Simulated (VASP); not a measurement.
Input of a VASP 6.6.1 run:

File INCAR:

```
SYSTEM = NaCl
PREC     = Accurate       ! precision mode
ENCUT    = 520            ! plane-wave cutoff, eV
EDIFF    = 1E-8           ! SCF threshold, eV
ISMEAR   = 0              ! smearing method
SIGMA    = 0.01           ! smearing width, eV
LREAL    = .FALSE.        ! projectors in reciprocal space
LASPH    = .TRUE.         ! aspherical terms in the spheres
NELM     = 100            ! most SCF steps
ALGO     = Normal         ! electronic algorithm
ISIF     = 2              ! what is computed and relaxed
LWAVE    = .FALSE.        ! write WAVECAR
LCHARG   = .TRUE.         ! write CHGCAR
GGA      = PS             ! functional
IBRION   = 8              ! ionic algorithm
NSW      = 1              ! ionic steps
LEPSILON = .TRUE.         ! dielectric tensor by DFPT
```

The input KPOINTS:

```
Automatic mesh
0
G
  6 6 4
  0 0 0
```

The input POSCAR:

```
NaCl
1.0
    3.8822276359      0.0000000000      0.0000000000
   -1.9411138180      3.3621077559      0.0000000000
    0.0000000000      0.0000000000      6.7468856498
Na Cl
2 2
Direct
    0.0000000000      0.0000000000      0.0000000000
    0.0000000000      0.0000000000      0.5000000000
    0.3333333333      0.6666666667      0.2500000000
    0.6666666667      0.3333333333      0.7500000000
```

Potentials or basis: VASP PAW PBE potentials, release 64 (Na_pv, Cl).

The run is started by

```bash
$ cat potpaw_PBE.64/Na_pv/POTCAR potpaw_PBE.64/Cl/POTCAR > POTCAR
$ mpirun -np 1 vasp_std > vasp.out
```

Q: Predict the electronic dielectric tensor (diagonal).

A: 2.57, 2.57, 2.56.

Q: Predict the Born charges (mean of the diagonal).

A: Na +1.09; Cl -1.09 e.

Q: What does it give for the highest phonon frequency at Γ, LO-TO splitting left out?

A: 241 cm⁻¹.

Born effective charge tensors (e):
atom 1, Na
```
1.08 0.00 0.00
0.00 1.08 0.00
0.00 0.00 1.11
```
atom 2, Na
```
1.08 0.00 0.00
0.00 1.08 0.00
0.00 0.00 1.11
```
atom 3, Cl
```
-1.08  0.00  0.00
 0.00 -1.08  0.00
 0.00  0.00 -1.11
```
atom 4, Cl
```
-1.08  0.00  0.00
 0.00 -1.08  0.00
 0.00  0.00 -1.11
```
